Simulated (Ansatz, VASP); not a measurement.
GaP2: VASP beside Ansatz

The input INCAR:

```
SYSTEM = GaP2
PREC = Accurate
ENCUT = 600
EDIFF = 1E-6
ISMEAR = 0
SIGMA = 0.1
LREAL = .FALSE.
LASPH = .TRUE.
NELM = 80
ALGO = Normal
ISIF = 3
LWAVE = .FALSE.
LCHARG = .FALSE.
GGA = PE
IBRION = 2
NSW = 100
EDIFFG = -0.01
```

The input KPOINTS:

```
Automatic mesh
0
G
  6 6 6
  0 0 0
```

The input POSCAR:

```
GaP2
1.0
    6.0195371748      0.0000000000      0.0000000000
    0.0000000000      6.0195371748      0.0000000000
    0.0000000000      0.0000000000      6.0195371748
Ga P
4 8
Direct
    0.0000000000      0.0000000000      0.0000000000
    0.5000000000      0.0000000000      0.5000000000
    0.0000000000      0.5000000000      0.5000000000
    0.5000000000      0.5000000000      0.0000000000
    0.1023050876      0.6023050876      0.8976949124
    0.8976949124      0.3976949124      0.1023050876
    0.8976949124      0.1023050876      0.6023050876
    0.1023050876      0.8976949124      0.3976949124
    0.6023050876      0.8976949124      0.1023050876
    0.3976949124      0.1023050876      0.8976949124
    0.6023050876      0.6023050876      0.6023050876
    0.3976949124      0.3976949124      0.3976949124
```

Input for Ansatz:

```yaml
crystal:
  lattice:
    - [6.0195371748, 0.0, 0.0]
    - [0.0, 6.0195371748, 0.0]
    - [0.0, 0.0, 6.0195371748]
  atoms:
    - { symbol: Ga, position: [0.0, 0.0, 0.0] }
    - { symbol: Ga, position: [0.5, 0.0, 0.5] }
    - { symbol: Ga, position: [0.0, 0.5, 0.5] }
    - { symbol: Ga, position: [0.5, 0.5, 0.0] }
    - { symbol: P, position: [0.1023050876, 0.6023050876, 0.8976949124] }
    - { symbol: P, position: [0.8976949124, 0.3976949124, 0.1023050876] }
    - { symbol: P, position: [0.8976949124, 0.1023050876, 0.6023050876] }
    - { symbol: P, position: [0.1023050876, 0.8976949124, 0.3976949124] }
    - { symbol: P, position: [0.6023050876, 0.8976949124, 0.1023050876] }
    - { symbol: P, position: [0.3976949124, 0.1023050876, 0.8976949124] }
    - { symbol: P, position: [0.6023050876, 0.6023050876, 0.6023050876] }
    - { symbol: P, position: [0.3976949124, 0.3976949124, 0.3976949124] }
basis:
  ecutwfc: 420
kpoints:
  mp_grid: { grid: [6, 6, 6] }
hamiltonian:
  xc: pbe
scf:
  occupations: { method: gaussian, width: 0.1 }
output:
  forces: true
  stress: true
  eigenvalues: true
relax:
  adjacent_minimum: "off"
  f_tol: 0.01
  max_steps: 80
  cell: { stress_tol: 0.05 }
```

Alike in both runs: task relaxation of cell and atoms; functional PBE; k mesh 6 × 6 × 6; occupations gaussian, width 0.1 eV; no spin polarisation.

```csv
,VASP,Ansatz
version,VASP 6.6.1,Ansatz 0.2.0
potentials or method,"VASP PAW PBE potentials, release 64 (Ga_d, P), cutoff 600 eV","scalar-relativistic, plane waves, PAW"
valence electrons in the cell,92,92
```

```csv
,VASP,Ansatz,Ansatz less VASP
"gap on the k mesh at the Fermi level, each at its own relaxed structure (eV)",none,none,-
relaxed volume (Å³/atom),18.20,18.21,+0.010
relaxed length of the cell vector where the two differ most in proportion (Å),6.022,6.023,+0.0011
```

A gap of «none» marks a metal or a gap that the smearing closes.
